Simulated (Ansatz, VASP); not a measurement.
## One calculation of Bi, two programs

```
Bi
1.0
     3.25982    0.00000    0.00000
     0.00000    3.24298    0.00000
    -0.08099    0.00000    6.48656
Bi
2
Direct
  0.54425 0.00000 0.74958
  0.45575 0.00000 0.25042
```

Alike in both runs: task single point; functional r2SCAN; k mesh 8 × 8 × 4; occupations fermi-dirac, width 0.05 eV; no spin polarisation.

|  | VASP | Ansatz |
| --- | --- | --- |
| version | VASP 6.6.1 | Ansatz 0.2.0 |
| potentials or method | VASP PAW PBE potentials, release 64 (Bi_d) | Ansatz PAW |
| plane-wave cutoff (eV) | 520 | 500 |
| valence electrons in the cell | 30 | 30 |

VASP gave:

| Quantity | Value |
| --- | --- |
| gap on the k mesh at the Fermi level (eV) | none |
| pressure (GPa) | 0.0 |
| traceless stress, the component that is largest in VASP (GPa) | 0.58 |
| rms of the force components (eV/Å) | 0.017 |

Q: Which values does Ansatz return?

A: gap on the k mesh at the Fermi level (eV): none; pressure (GPa): 0.1; traceless stress, the component that is largest in VASP (GPa): 0.58; rms of the force components (eV/Å): 0.017.

VASP's potentials were made for PBE, not for r2SCAN. Atom by atom the forces differ by 0.001 eV/Å (rms over components). A gap of «none» marks a metal or a gap that the smearing closes.

Spin-orbit coupling is off throughout.
